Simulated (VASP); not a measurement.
A run of VASP 6.6.1:

File INCAR:

```
PREC = Accurate ; ENCUT = 520
EDIFF = 1E-6 ; ISMEAR = 0
SIGMA = 0.1 ; LREAL = False
LASPH = True ; NELM = 60
ALGO = Normal ; ISIF = 2
LWAVE = False ; LCHARG = False
LDIPOL = True ; IDIPOL = 3
DIPOL = 0.5 0.5 0.330 ; GGA = PE
NBANDS = 56
```

File KPOINTS:

```
regular mesh
0
Gamma
  4 5 1
```

POSCAR

```
LiSc8
1.0
    6.6389479791      0.0000000000      0.0000000000
    0.0000000000      5.1626219083      0.0000000000
    0.0000000000      0.0000000000     19.1132872497
Sc Li
8 1
Direct
    0.0000000000      0.7500000000      0.2092784955
    0.5000000000      0.7500000000      0.2092784955
    0.2500000000      0.2500000000      0.2594137541
    0.7500000000      0.2500000000      0.2594137541
    0.2500000000      0.7500000000      0.3452852846
    0.7500000000      0.7500000000      0.3452852846
    0.0000000000      0.2500000000      0.3983243254
    0.5000000000      0.2500000000      0.3983243254
    0.1250000000      0.2500000000      0.5480080995
```

Potentials or basis: VASP PAW PBE potentials, release 64 (Sc_sv, Li_sv).

The run is started by

```sh
$ cat potpaw_PBE.64/Sc_sv/POTCAR potpaw_PBE.64/Li_sv/POTCAR > POTCAR
$ mpirun -np 1 vasp_std > vasp.out
```

Hardware: 1 thread of Intel(R) Xeon(R) 6975P-C (Granite Rapids), on a shared host.

**Question.** Estimate the wall time of this run.

**Answer.** It took 8.8 min on 1 thread of Intel(R) Xeon(R) 6975P-C (Granite Rapids), with other jobs on the host, peak memory 0.7 GiB. Counts: scf iterations 28, k points 9.
